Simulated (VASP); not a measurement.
# ZrB2 (P6/mmm) in VASP: single point with PBE

Aim: the single point of ZrB2 with PBE.

Everything below comes from runs of VASP 6.6.1. Logs are shortened: lines on timing, memory, paths and dates and some standing lists are left out, and cuts for length are marked.

## 1. The cell of the first run

Symmetry: P6/mmm, No. 191, hexagonal system. The conventional cell has a = 3.170 Å, b = 3.170 Å, c = 3.533 Å, α = 90.00°, β = 90.00°, γ = 120.00°. Zr (site symmetry 6/mmm) has 12 B at 2.54 Å and 8 Zr at 3.17 to 3.53 Å within 3.6 Å. Within 2.4 Å of B (site symmetry -6m2) lie 3 B at 1.83 Å.

## 2. Single point, PBE

INCAR

```
SYSTEM = ZrB2
PREC = Accurate
ENCUT = 500
EDIFF = 1E-6
ISMEAR = -1
SIGMA = 0.1
LREAL = .FALSE.
LASPH = .TRUE.
NELM = 120
ALGO = Normal
ISIF = 2
LWAVE = .FALSE.
LCHARG = .FALSE.
GGA = PE
NBANDS = 27
GGA_COMPAT = .FALSE.
```

KPOINTS

```
Automatic mesh
0
G
  8 8 2
  0 0 0
```

POSCAR

```
ZrB2
1.0
    3.1700002714      0.0000000000      0.0000000000
   -1.5850001357      2.7453007650      0.0000000000
    0.0000000000      0.0000000000      7.0660000000
Zr B
2 4
Direct
    0.0000000000      0.0000000000      0.0000000000
    0.0000000000      0.0000000000      0.5000000000
    0.3333333333      0.6666666667      0.2500000000
    0.6666666667      0.3333333333      0.2500000000
    0.3333333333      0.6666666667      0.7500000000
    0.6666666667      0.3333333333      0.7500000000
```

Potentials or basis: VASP PAW PBE potentials, release 64 (Zr_sv, B).

On the command line:

```console
cat potpaw_PBE.64/Zr_sv/POTCAR potpaw_PBE.64/B/POTCAR > POTCAR
mpirun -np 1 vasp_std > vasp.out
```

OUTCAR:

```text
SYSTEM = ZrB2
   PREC = Accurate
   ENCUT = 500
   EDIFF = 1E-6
   ISMEAR = -1
   LREAL = .FALSE.
   LASPH = .TRUE.
   NELM = 120
   ISIF = 2
   GGA = PE

 ion  position               nearest neighbor table
   1  0.000  0.000  0.000-   3 2.54   4 2.54   5 2.54   6 2.54   3 2.54   5 2.54   4 2.54   6 2.54
                             4 2.54   6 2.54   3 2.54   5 2.54   2 3.53   2 3.53
   2  0.000  0.000  0.500-   3 2.54   4 2.54   5 2.54   6 2.54   3 2.54   5 2.54   4 2.54   6 2.54
                             4 2.54   6 2.54   3 2.54   5 2.54   1 3.53   1 3.53
   3  0.333  0.667  0.250-   4 1.83   4 1.83   4 1.83   1 2.54   2 2.54   2 2.54   1 2.54   2 2.54
                             1 2.54
   4  0.667  0.333  0.250-   3 1.83   3 1.83   3 1.83   1 2.54   2 2.54   1 2.54   2 2.54   1 2.54
                             2 2.54
   5  0.333  0.667  0.750-   6 1.83   6 1.83   6 1.83   1 2.54   2 2.54   2 2.54   1 2.54   2 2.54
                             1 2.54
   6  0.667  0.333  0.750-   5 1.83   5 1.83   5 1.83   1 2.54   2 2.54   1 2.54   2 2.54   1 2.54
                             2 2.54

  LATTYP: Found a hexagonal cell.
 ALAT       =     3.1700002714
 C/A-ratio  =     2.2290218912

  Lattice vectors:

 A1 = (   3.1700002714,   0.0000000000,   0.0000000000)
 A2 = (  -1.5850001357,   2.7453007650,   0.0000000000)
 A3 = (   0.0000000000,   0.0000000000,   7.0660000000)

Analysis of symmetry for initial positions (statically):
=====================================================================
 Subroutine PRICEL returns following result:

  LATTYP: Found a hexagonal cell.
 ALAT       =     3.1700002714
 C/A-ratio  =     1.1145109456

  Lattice vectors:

 A1 = (   3.1700002714,   0.0000000000,   0.0000000000)
 A2 = (  -1.5850001357,   2.7453007650,   0.0000000000)
 A3 = (   0.0000000000,   0.0000000000,   3.5330000000)

   2 primitive cells build up your supercell.

 Routine SETGRP: Setting up the symmetry group for a
 hexagonal supercell.

 Subroutine GETGRP returns: Found 24 space group operations
 (whereof 24 operations were pure point group operations)
 out of a pool of 24 trial point group operations.

The static configuration has the point symmetry D_6h.

Analysis of symmetry for dynamics (positions and initial velocities):
=====================================================================
 Subroutine PRICEL returns following result:

  LATTYP: Found a hexagonal cell.
 ALAT       =     3.1700002714
 C/A-ratio  =     1.1145109456

  Lattice vectors:

 A1 = (   3.1700002714,   0.0000000000,   0.0000000000)
 A2 = (  -1.5850001357,   2.7453007650,   0.0000000000)
 A3 = (   0.0000000000,   0.0000000000,   3.5330000000)

   2 primitive cells build up your supercell.

 Routine SETGRP: Setting up the symmetry group for a
 hexagonal supercell.

 Subroutine GETGRP returns: Found 24 space group operations
 (whereof 24 operations were pure point group operations)
 out of a pool of 24 trial point group operations.

The dynamic configuration has the point symmetry D_6h.

 Subroutine INISYM returns: Found 24 space group operations
 (whereof 24 operations are pure point group operations),
 and found     2 'primitive' translations

----------------------------------------------------------------------------------------

                                     Primitive cell

  volume of cell :      30.7463

  direct lattice vectors                    reciprocal lattice vectors
     3.170000271  0.000000000  0.000000000     0.315457386  0.182129407  0.000000000
    -1.585000136  2.745300765  0.000000000     0.000000000  0.364258814  0.000000000
     0.000000000  0.000000000  3.533000000     0.000000000  0.000000000  0.283045570

  length of vectors
     3.170000271  3.170000271  3.533000000     0.364258814  0.364258814  0.283045570

  position of ions in fractional coordinates (direct lattice)
     0.000000000  0.000000000  0.000000000
     0.333333333  0.666666667  0.500000000
     0.666666667  0.333333333  0.500000000

  ion indices of the primitive-cell ions
   primitive index   ion index
                 1           1
                 2           3
                 3           4

----------------------------------------------------------------------------------------

 KPOINTS: Automatic mesh

Automatic generation of k-mesh.
 Grid dimensions read from file:
 generate k-points for:    8    8    2

 Generating k-lattice:

  Cartesian coordinates                     Fractional coordinates (reciprocal lattice)
     0.039432173  0.022766176  0.000000000     0.125000000 -0.000000000  0.000000000
     0.000000000  0.045532352  0.000000000     0.000000000  0.125000000  0.000000000
     0.000000000  0.000000000  0.070761393     0.000000000  0.000000000  0.500000000

  Length of vectors
     0.045532352  0.045532352  0.070761393

  Shift w.r.t. Gamma in fractional coordinates (k-lattice)
     0.000000000  0.000000000  0.000000000

 Subroutine IBZKPT returns following result:
 ===========================================

 Found     20 irreducible k-points:

 Following reciprocal coordinates:
            Coordinates               Weight
  0.000000  0.000000  0.000000      1.000000
  0.125000  0.000000  0.000000      6.000000
  0.250000  0.000000  0.000000      6.000000
  0.375000  0.000000  0.000000      6.000000
  0.500000  0.000000  0.000000      3.000000
  0.125000  0.125000  0.000000      6.000000
[... 12 lines left out ...]
  0.250000  0.250000  0.500000      6.000000
  0.375000  0.250000  0.500000      6.000000
   k-points           NKPTS =     20   k-points in BZ     NKDIM =     20   number of bands    NBANDS=     27
   number of dos      NEDOS =    301   number of ions     NIONS =      6
   total plane-waves  NPLWV =  31104
   dimension x,y,z NGX =    24 NGY =   24 NGZ =   54
   dimension x,y,z NGXF=    48 NGYF=   48 NGZF=  108
   ions per type =               2   4
   NGX,Y,Z   is equivalent  to a cutoff of  12.59, 12.59, 12.70 a.u.
   NGXF,Y,Z  is equivalent  to a cutoff of  25.17, 25.17, 25.41 a.u.
 SYSTEM =  ZrB2
   PREC   = accura    normal or accurate (medium, high low for compatibility)
   ISTART =      0    job   : 0-new  1-cont  2-samecut
   ICHARG =      2    charge: 1-file 2-atom 10-const
   ISPIN  =      1    spin polarized calculation?
   LNONCOLLINEAR =      F non collinear calculations
   LSORBIT =      F    spin-orbit coupling
   LASPH  =      T    aspherical Exc in radial PAW
   ENCUT  =  500.0 eV  36.75 Ry    6.06 a.u.   5.78  5.78 12.88*2*pi/ulx,y,z
   NELM   =    120;   NELMIN=  2; NELMDL= -5     # of ELM steps
   EDIFF  = 0.1E-05   stopping-criterion for ELM
   LREAL  =      F    real-space projection
   EDIFFG = 0.1E-04   stopping-criterion for IOM
   NSW    =      0    number of steps for IOM
   IBRION =     -1    ionic relax: 0-MD 1-quasi-New 2-CG
   NFREE  =      0    steps in history (QN), initial steepest desc. (CG)
   ISIF   =      2    stress and relaxation
   ISYM   =      2    0-nonsym 1-usesym 2-fastsym
   POTIM  = 0.5000    time-step for ionic-motion
   TEBEG  =    0.0;   TEEND  =   0.0 temperature during run
   PSTRESS=    0.0 pullay stress
   NELECT =      36.0000    total number of electrons
   NUPDOWN=      -1.0000    fix difference up-down
   EMIN   =  10.00;   EMAX   =-10.00  energy-range for DOS
   EFERMI =   0.00;   METHOD = LEGACY
   ISMEAR =    -1;   SIGMA  =   0.10  broadening in eV -4-tet -1-fermi 0-gaus
   EFERMI_NEDOS =   21; number of points for ismear=-14 and -15
   IALGO  =     38    algorithm
   IMIX   =      4    mixing-type and parameters
     AMIX     =   0.40;   BMIX     =  1.00
     AMIX_MAG =   1.60;   BMIX_MAG =  1.00
  volume/ion in A,a.u.               =      10.25        69.16
  Fermi-wavevector in a.u.,A,eV,Ry     =   1.369519  2.588016 25.518844  1.875582
  Thomas-Fermi vector in A             =   2.495387
   LORBIT       =      0    0 simple, 1 ext, 2 COOP (PROOUT), +10 PAW based schemes
   GGA     = PE    functional components
   LHFCALC =     F    Hartree Fock is set to
   AEXX    =    0.0000 exact exchange contribution
   IVDW    =     0    specifies the selected vdW correction
   LEPSILON=     F    determine dielectric tensor
   LRPA    =     F    only Hartree local field effects (RPA)
 non-spin polarized calculation
  energy-cutoff  :      500.00
  volume of cell :       61.49
 maximum number of plane-waves:      1572
 NGX is ok and might be reduce to    24
   NGX = 11   NGY = 11   NGZ = 25

 number of electron      36.0000000 magnetization

 Free energy of the ion-electron system (eV)
  ---------------------------------------------------
  ext. energy  EPLUGINS =         0.00000000
  ---------------------------------------------------
  free energy    TOTEN  =       -49.90207574 eV

  energy without entropy =      -49.87328617  energy(sigma->0) =      -49.88768095

 E-fermi :  10.4212     XC(G=0): -12.4429

 val. band max:       10.3111855089   @ k =   0.1250   0.0000   0.0000
 cond. band min:      10.4710348902   @ k =   0.1250   0.1250   0.5000
 fundamental gap:      0.1598493813
 Fermi energy:        10.4212330524

 k-point     1 :       0.0000    0.0000    0.0000
  band No.  band energies     occupation
      1     -38.1017      2.00000
      2     -38.0823      2.00000
      3     -16.6533      2.00000
      4     -16.2909      2.00000
      5     -15.7346      2.00000
      6     -15.7346      2.00000
[... 19 lines left out ...]
     26      14.7050      0.00000
     27      15.5694      0.00000

 k-point     2 :       0.1250    0.0000    0.0000
  band No.  band energies     occupation
      1     -38.0848      2.00000
      2     -38.0657      2.00000
      3     -16.6185      2.00000
      4     -16.2658      2.00000
      5     -15.8812      2.00000
      6     -15.8485      2.00000
[... 19 lines left out ...]
     26      14.3494      0.00000
     27      16.5218      0.00000

 k-point     3 :       0.2500    0.0000    0.0000
  band No.  band energies     occupation
      1     -38.0439      2.00000
      2     -38.0254      2.00000
      3     -16.5332      2.00000
      4     -16.2207      2.00000
      5     -16.2046      2.00000
      6     -16.1735      2.00000
[... 19 lines left out ...]
     26      14.6713      0.00000
     27      16.8196      0.00000

 k-point     4 :       0.3750    0.0000    0.0000
  band No.  band energies     occupation
      1     -38.0025      2.00000
      2     -37.9846      2.00000
      3     -16.5425      2.00000
      4     -16.4831      2.00000
      5     -16.4461      2.00000
      6     -16.1426      2.00000
[... 19 lines left out ...]
     26      16.3873      0.00000
     27      16.8706      0.00000

 k-point     5 :       0.5000    0.0000    0.0000
  band No.  band energies     occupation
      1     -37.9853      2.00000
      2     -37.9675      2.00000
      3     -16.6711      2.00000
      4     -16.6074      2.00000
      5     -16.4095      2.00000
      6     -16.1167      2.00000
[... 19 lines left out ...]
     26      16.7687      0.00000
     27      17.0433      0.00000

 k-point     6 :       0.1250    0.1250    0.0000
  band No.  band energies     occupation
      1     -38.0559      2.00000
      2     -38.0372      2.00000
      3     -16.5584      2.00000
      4     -16.2226      2.00000
      5     -16.1071      2.00000
      6     -16.0644      2.00000
[... 324 lines left out ...]
      1     -38.0056      2.00000
      2     -38.0056      2.00000
      3     -16.3779      2.00000
      4     -16.3779      2.00000
      5     -16.3151      2.00000
      6     -16.3151      2.00000
[... 19 lines left out ...]
     26      16.0167      0.00000
     27      16.6610      0.00000

 k-point    18 :       0.3750    0.1250    0.5000
  band No.  band energies     occupation
      1     -37.9764      2.00000
      2     -37.9764      2.00000
      3     -16.5691      2.00000
      4     -16.5691      2.00000
      5     -16.2655      2.00000
      6     -16.2655      2.00000
[... 19 lines left out ...]
     26      16.5717      0.00000
     27      17.6251      0.00000

 k-point    19 :       0.2500    0.2500    0.5000
  band No.  band energies     occupation
      1     -37.9765      2.00000
      2     -37.9765      2.00000
      3     -16.4701      2.00000
      4     -16.4701      2.00000
      5     -16.2653      2.00000
      6     -16.2653      2.00000
[... 19 lines left out ...]
     26      16.7257      0.00000
     27      17.3818      0.00000

 k-point    20 :       0.3750    0.2500    0.5000
  band No.  band energies     occupation
      1     -37.9643      2.00000
      2     -37.9643      2.00000
      3     -16.4752      2.00000
      4     -16.4752      2.00000
      5     -16.2440      2.00000
      6     -16.2440      2.00000
[... 19 lines left out ...]
     26      17.0237      0.00000
     27      18.3228      0.00000

------------------------ aborting loop because EDIFF is reached ----------------------------------------

  FORCE on cell =-STRESS in cart. coord.  units (eV):
  Direction    XX          YY          ZZ          XY          YZ          ZX
  --------------------------------------------------------------------------------------
  -------------------------------------------------------------------------------------
  Total        0.3701561      0.3701561      0.5449234      0.0000000      0.0000000      0.0000000
  in kB        9.6443421      9.6443421     14.1978698      0.0000000      0.0000000      0.0000000
  external PRESSURE =      11.1621847 kB  Pullay stress =       0.0000000 kB

 VOLUME and BASIS-vectors are now :
 -----------------------------------------------------------------------------
  energy-cutoff  :      500.00
  volume of cell :       61.49
      direct lattice vectors                 reciprocal lattice vectors
     3.170000271  0.000000000  0.000000000     0.315457386  0.182129407  0.000000000
    -1.585000136  2.745300765  0.000000000     0.000000000  0.364258814  0.000000000
     0.000000000  0.000000000  7.066000000     0.000000000  0.000000000  0.141522785

 POSITION                                       TOTAL-FORCE (eV/Angst)
 -----------------------------------------------------------------------------------
      0.00000      0.00000      0.00000         0.000000     -0.000000     -0.000000
      0.00000      0.00000      3.53300         0.000000     -0.000000      0.000000
     -0.00000      1.83020      1.76650        -0.000000      0.000000      0.000000
      1.58500      0.91510      1.76650         0.000000     -0.000000     -0.000000
     -0.00000      1.83020      5.29950        -0.000000      0.000000     -0.000000
      1.58500      0.91510      5.29950        -0.000000      0.000000     -0.000000
 -----------------------------------------------------------------------------------
    total drift:                               -0.000000      0.000000      0.000000

  FREE ENERGIE OF THE ION-ELECTRON SYSTEM (eV)
  ---------------------------------------------------
  free  energy   TOTEN  =       -49.9020757397 eV

  energy  without entropy=      -49.8732861683  energy(sigma->0) =      -49.88768095
```

Wall time 43 s (1 thread of Intel Xeon 8259CL, shared host); peak memory 0.18 GiB.

What came out:

- Free energy: -49.9021 eV
- Pressure: 1.1 GPa
- Band gap on the k mesh: zero (bands 18 and 19 overlap by 0.38 eV)

Levels at points of the mesh, in eV from the Fermi level:
| k point | band 15 | band 16 | band 17 | band 18 | band 19 | band 20 | band 21 | band 22 |
| --- | --- | --- | --- | --- | --- | --- | --- | --- |
| (0.00, 0.00, 0.00) | -2.24 | -0.86 | -0.86 | 0.43 | 0.43 | 0.89 | 0.89 | 1.94 |
| (0.50, 0.00, 0.00) | -3.79 | -2.95 | -2.58 | -1.90 | 2.33 | 2.41 | 3.85 | 4.18 |
| (0.00, 0.00, 0.50) | -1.95 | -1.95 | 0.19 | 0.19 | 1.41 | 1.41 | 1.41 | 1.41 |
| (0.50, 0.00, 0.50) | -2.89 | -2.89 | -2.75 | -2.75 | 1.63 | 1.63 | 4.28 | 4.28 |

Caveat: the k points lie up to 0.44 Å⁻¹ apart.

The gap in the log of VASP goes by the Fermi energy; the results here count the filled bands.